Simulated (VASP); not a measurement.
# Mo (Im-3m) in VASP: density of states with PBEsol

Aim: the density of states of Mo with PBEsol.

All numbers are computed with VASP 6.6.1; they aren't measurements. Logs are shortened: lines on timing, memory, paths and dates and some standing lists are left out, and cuts for length are marked.

### Step 1. The cell of the first run

The structure is cubic, space group Im-3m (No. 229). The conventional cell has a = 3.129 Å, b = 3.129 Å, c = 3.129 Å, α = 90.00°, β = 90.00°, γ = 90.00°. Within 3.6 Å of Mo (site symmetry m-3m) lie 14 Mo at 2.71 to 3.13 Å.

### Step 2. Density of states, PBEsol

The input, POSCAR:

```
Mo
1.0
   -1.5646440664      1.5646440664      1.5646440664
    1.5646440664     -1.5646440664      1.5646440664
    1.5646440664      1.5646440664     -1.5646440664
Mo
1
Direct
    0.0000000000      0.0000000000      0.0000000000
```

The input, INCAR.step1:

```
SYSTEM = Mo
  PREC = Accurate
  ENCUT = 520
  EDIFF = 1E-6
  ISMEAR = 0
  SIGMA = 0.1
  LREAL = .False.
  LASPH = .True.
  NELM = 60
  ALGO = Normal
  ISIF = 2
  LWAVE = .False.
  LCHARG = .True.
  LMAXMIX = 4
  GGA = PS
  NBANDS = 13
```

The input, KPOINTS.step1:

```
regular mesh
0
Gamma
  18 18 18
  0 0 0
```

The input, INCAR.step2:

```
SYSTEM = Mo
  PREC = Accurate
  ENCUT = 520
  EDIFF = 1E-6
  ISMEAR = -5
  SIGMA = 0.1
  LREAL = .False.
  LASPH = .True.
  NELM = 60
  ALGO = Normal
  ISIF = 2
  LWAVE = .False.
  LCHARG = .False.
  LMAXMIX = 4
  GGA = PS
  LORBIT = 11
  NBANDS = 13
  NEDOS = 2001
  ICHARG = 11
```

The input, KPOINTS.step2:

```
regular mesh
0
Gamma
  27 27 27
  0 0 0
```

Potentials or basis: VASP PAW PBE potentials, release 64 (Mo_sv).

Command:

```bash
> cat potpaw_PBE.64/Mo_sv/POTCAR > POTCAR
> cp INCAR.step1 INCAR
> cp KPOINTS.step1 KPOINTS
> mpirun -np 1 vasp_std > vasp.out
> cp INCAR.step2 INCAR
> cp KPOINTS.step2 KPOINTS
> mpirun -np 1 vasp_std > vasp.out
```

OUTCAR:

```text
SYSTEM = Mo
   PREC = Accurate
   ENCUT = 520
   EDIFF = 1E-6
   ISMEAR = -5
   LREAL = .False.
   LASPH = .True.
   NELM = 60
   ISIF = 2
   GGA = PS
   LORBIT = 11
   ICHARG = 11

 ion  position               nearest neighbor table
   1  0.000  0.000  0.000-

  LATTYP: Found a body centered cubic cell.
 ALAT       =     3.1292881328

  Lattice vectors:

 A1 = (  -1.5646440664,   1.5646440664,   1.5646440664)
 A2 = (   1.5646440664,  -1.5646440664,   1.5646440664)
 A3 = (   1.5646440664,   1.5646440664,  -1.5646440664)

Analysis of symmetry for initial positions (statically):
=====================================================================
 Subroutine PRICEL returns:
 Original cell was already a primitive cell.

 Routine SETGRP: Setting up the symmetry group for a
 body centered cubic supercell.

 Subroutine GETGRP returns: Found 48 space group operations
 (whereof 48 operations were pure point group operations)
 out of a pool of 48 trial point group operations.

The static configuration has the point symmetry O_h .

Analysis of symmetry for dynamics (positions and initial velocities):
=====================================================================
 Subroutine PRICEL returns:
 Original cell was already a primitive cell.

 Routine SETGRP: Setting up the symmetry group for a
 body centered cubic supercell.

 Subroutine GETGRP returns: Found 48 space group operations
 (whereof 48 operations were pure point group operations)
 out of a pool of 48 trial point group operations.

The dynamic configuration has the point symmetry O_h .

 Subroutine INISYM returns: Found 48 space group operations
 (whereof 48 operations are pure point group operations),
 and found     1 'primitive' translations

----------------------------------------------------------------------------------------

                                     Primitive cell

  volume of cell :      15.3217

  direct lattice vectors                    reciprocal lattice vectors
    -1.564644066  1.564644066  1.564644066     0.000000000  0.319561497  0.319561497
     1.564644066 -1.564644066  1.564644066     0.319561497  0.000000000  0.319561497
     1.564644066  1.564644066 -1.564644066     0.319561497  0.319561497  0.000000000

  length of vectors
     2.710043019  2.710043019  2.710043019     0.451928203  0.451928203  0.451928203

  position of ions in fractional coordinates (direct lattice)
     0.000000000  0.000000000  0.000000000

  ion indices of the primitive-cell ions
   primitive index   ion index
                 1           1

----------------------------------------------------------------------------------------

 KPOINTS: regular mesh

Automatic generation of k-mesh.
 Grid dimensions read from file:
 generate k-points for:   27   27   27

 Generating k-lattice:

  Cartesian coordinates                     Fractional coordinates (reciprocal lattice)
     0.000000000  0.011835611  0.011835611     0.037037037  0.000000000  0.000000000
     0.011835611  0.000000000  0.011835611     0.000000000  0.037037037  0.000000000
     0.011835611  0.011835611  0.000000000     0.000000000  0.000000000  0.037037037

  Length of vectors
     0.016738082  0.016738082  0.016738082

  Shift w.r.t. Gamma in fractional coordinates (k-lattice)
     0.000000000  0.000000000  0.000000000

 TETIRR: Found  23679 inequivalent tetrahedra from   118098

 Subroutine IBZKPT returns following result:
 ===========================================

 Found    560 irreducible k-points:

 Following reciprocal coordinates:
            Coordinates               Weight
  0.000000  0.000000  0.000000      1.000000
  0.037037  0.000000  0.000000     12.000000
  0.074074  0.000000  0.000000     12.000000
  0.111111  0.000000  0.000000     12.000000
  0.148148  0.000000  0.000000     12.000000
  0.185185  0.000000  0.000000     12.000000
[... 16 lines left out ...]
  0.333333  0.037037 -0.000000     48.000000
  0.370370  0.037037  0.000000     48.000000
 [... further k-points ...]
   k-points           NKPTS =    560   k-points in BZ     NKDIM =    560   number of bands    NBANDS=     13
   number of dos      NEDOS =   2001   number of ions     NIONS =      1
   total plane-waves  NPLWV =   8000
   dimension x,y,z NGX =    20 NGY =   20 NGZ =   20
   dimension x,y,z NGXF=    40 NGYF=   40 NGZF=   40
   ions per type =               1
   NGX,Y,Z   is equivalent  to a cutoff of  12.27, 12.27, 12.27 a.u.
   NGXF,Y,Z  is equivalent  to a cutoff of  24.54, 24.54, 24.54 a.u.
 SYSTEM =  Mo
   PREC   = accura    normal or accurate (medium, high low for compatibility)
   ISTART =      0    job   : 0-new  1-cont  2-samecut
   ICHARG =     11    charge: 1-file 2-atom 10-const
   ISPIN  =      1    spin polarized calculation?
   LNONCOLLINEAR =      F non collinear calculations
   LSORBIT =      F    spin-orbit coupling
   LASPH  =      T    aspherical Exc in radial PAW
   ENCUT  =  520.0 eV  38.22 Ry    6.18 a.u.   5.04  5.04  5.04*2*pi/ulx,y,z
   NELM   =     60;   NELMIN=  2; NELMDL=  0     # of ELM steps
   EDIFF  = 0.1E-05   stopping-criterion for ELM
   LREAL  =      F    real-space projection
   EDIFFG = 0.1E-04   stopping-criterion for IOM
   NSW    =      0    number of steps for IOM
   IBRION =     -1    ionic relax: 0-MD 1-quasi-New 2-CG
   NFREE  =      0    steps in history (QN), initial steepest desc. (CG)
   ISIF   =      2    stress and relaxation
   ISYM   =      2    0-nonsym 1-usesym 2-fastsym
   POTIM  = 0.5000    time-step for ionic-motion
   TEBEG  =    0.0;   TEEND  =   0.0 temperature during run
   PSTRESS=    0.0 pullay stress
   NELECT =      14.0000    total number of electrons
   NUPDOWN=      -1.0000    fix difference up-down
   EMIN   =  10.00;   EMAX   =-10.00  energy-range for DOS
   EFERMI =   0.00;   METHOD = LEGACY
   ISMEAR =    -5;   SIGMA  =   0.10  broadening in eV -4-tet -1-fermi 0-gaus
   EFERMI_NEDOS =   21; number of points for ismear=-14 and -15
   IALGO  =     38    algorithm
   IMIX   =      4    mixing-type and parameters
     AMIX     =   0.40;   BMIX     =  1.00
     AMIX_MAG =   1.60;   BMIX_MAG =  1.00
  volume/ion in A,a.u.               =      15.32       103.40
  Fermi-wavevector in a.u.,A,eV,Ry     =   1.588603  3.002024 34.336458  2.523658
  Thomas-Fermi vector in A             =   2.687581
   LORBIT       =     11    0 simple, 1 ext, 2 COOP (PROOUT), +10 PAW based schemes
   GGA     = PS    functional components
   LHFCALC =     F    Hartree Fock is set to
   AEXX    =    0.0000 exact exchange contribution
   IVDW    =     0    specifies the selected vdW correction
   LEPSILON=     F    determine dielectric tensor
   LRPA    =     F    only Hartree local field effects (RPA)
 non-spin polarized calculation
 Fermi weights with tetrahedron method with Bloechl corrections
  energy-cutoff  :      520.00
  volume of cell :       15.32
 maximum number of plane-waves:       426

 number of electron      13.9999998 magnetization

 Free energy of the ion-electron system (eV)
  ---------------------------------------------------
  ext. energy  EPLUGINS =         0.00000000
  ---------------------------------------------------
  free energy    TOTEN  =       -11.77816797 eV

  energy without entropy =      -11.77816797  energy(sigma->0) =      -11.77816797

 E-fermi :  12.8090     XC(G=0): -13.6421

 val. band max:       12.8557589538   @ k =   0.3704   0.0741   0.0000
 cond. band min:      12.7783972815   @ k =  -0.2593   0.3704   0.1481
 fundamental gap:     -0.0773616723
 Fermi energy:        12.8090003462

 k-point     1 :       0.0000    0.0000    0.0000
  band No.  band energies     occupation
      1     -48.4071      2.00000
      2     -21.6464      2.00000
      3     -21.6464      2.00000
      4     -21.6464      2.00000
      5       5.4389      2.00000
      6      11.3838      2.00000
      7      11.3838      2.00000
      8      11.3838      2.00000
      9      14.4736      0.00000
     10      14.4736      0.00000
     11      27.6268      0.00000
     12      27.6268      0.00000
     13      27.6268      0.00000

 k-point     2 :       0.0370    0.0000    0.0000
  band No.  band energies     occupation
      1     -48.4034      2.00000
      2     -21.6682      2.00000
      3     -21.6531      2.00000
      4     -21.6466      2.00000
      5       5.5019      2.00000
      6      11.3476      2.00000
      7      11.3785      2.00000
      8      11.4427      2.00000
      9      14.4174      0.00000
     10      14.4743      0.00000
     11      27.6763      0.00000
     12      27.7328      0.00000
     13      27.7586      0.00000

 k-point     3 :       0.0741    0.0000    0.0000
  band No.  band energies     occupation
      1     -48.3922      2.00000
      2     -21.7322      2.00000
      3     -21.6727      2.00000
      4     -21.6471      2.00000
      5       5.6868      2.00000
      6      11.2428      2.00000
      7      11.3583      2.00000
      8      11.6184      2.00000
      9      14.2700      0.00000
     10      14.4774      0.00000
     11      27.8129      0.00000
     12      28.0465      0.00000
     13      28.1251      0.00000
[... 305 lines left out ...]
 k-point    23 :       0.3333    0.0370   -0.0000
  band No.  band energies     occupation
      1     -48.1759      2.00000
      2     -22.8612      2.00000
      3     -22.0338      2.00000
      4     -21.6656      2.00000
      5       7.6542      2.00000
      6       9.6444      2.00000
      7      12.2862      2.04512
      8      14.3225      0.00000
      9      14.9544      0.00000
     10      15.9774      0.00000
     11      26.0916      0.00000
     12      27.0162      0.00000
     13      33.1293      0.00000

 k-point    24 :       0.3704    0.0370    0.0000
  band No.  band energies     occupation
      1     -48.1511      2.00000
      2     -22.9801      2.00000
      3     -22.0739      2.00000
      4     -21.6669      2.00000
      5       7.5534      2.00000
      6       9.4948      2.00000
      7      12.9194      0.80761
      8      14.4802      0.00000
      9      15.0700      0.00000
     10      16.6792      0.00000
     11      25.5624      0.00000
     12      26.1501      0.00000
     13      31.9879      0.00000

 [... further k-points ...]
[... 5 lines left out ...]
  --------------------------------------------------------------------------------------
  -------------------------------------------------------------------------------------
  Total        0.0367357      0.0367357      0.0367357      0.0000000      0.0000000      0.0000000
  in kB        3.8414272      3.8414272      3.8414272      0.0000000      0.0000000      0.0000000
  external PRESSURE =       3.8414272 kB  Pullay stress =       0.0000000 kB

 VOLUME and BASIS-vectors are now :
 -----------------------------------------------------------------------------
  energy-cutoff  :      520.00
  volume of cell :       15.32
      direct lattice vectors                 reciprocal lattice vectors
    -1.564644066  1.564644066  1.564644066     0.000000000  0.319561497  0.319561497
     1.564644066 -1.564644066  1.564644066     0.319561497  0.000000000  0.319561497
     1.564644066  1.564644066 -1.564644066     0.319561497  0.319561497  0.000000000

 POSITION                                       TOTAL-FORCE (eV/Angst)
 -----------------------------------------------------------------------------------
      0.00000      0.00000      0.00000         0.000000      0.000000     -0.000000
 -----------------------------------------------------------------------------------
    total drift:                               -0.000000      0.000000      0.000000

  FREE ENERGIE OF THE ION-ELECTRON SYSTEM (eV)
  ---------------------------------------------------
  free  energy   TOTEN  =       -11.7781679716 eV

  energy  without entropy=      -11.7781679716  energy(sigma->0) =      -11.77816797

 total charge

# of ion       s       p       d       tot
------------------------------------------
    1        2.392   6.215   3.942  12.548
```

Run time: 2.2 min. Hardware: 1 thread of Intel Xeon 8259CL, shared host; peak memory 0.26 GiB.

What came out:

```
Valence electrons inside the program's atomic spheres : Mo 12.55
```

Levels at points of the mesh, in eV from the Fermi level:
```
           k point  band 4  band 5  band 6  band 7  band 8  band 9  band 10  band 11
(0.00, 0.00, 0.00)  -34.46   -7.37   -1.43   -1.43   -1.43    1.66     1.66    14.82
```

Caveat: the PAW data sets were made with another functional, which shifts forces and pressure a little; tetrahedron occupations give inexact forces and stress in metals.
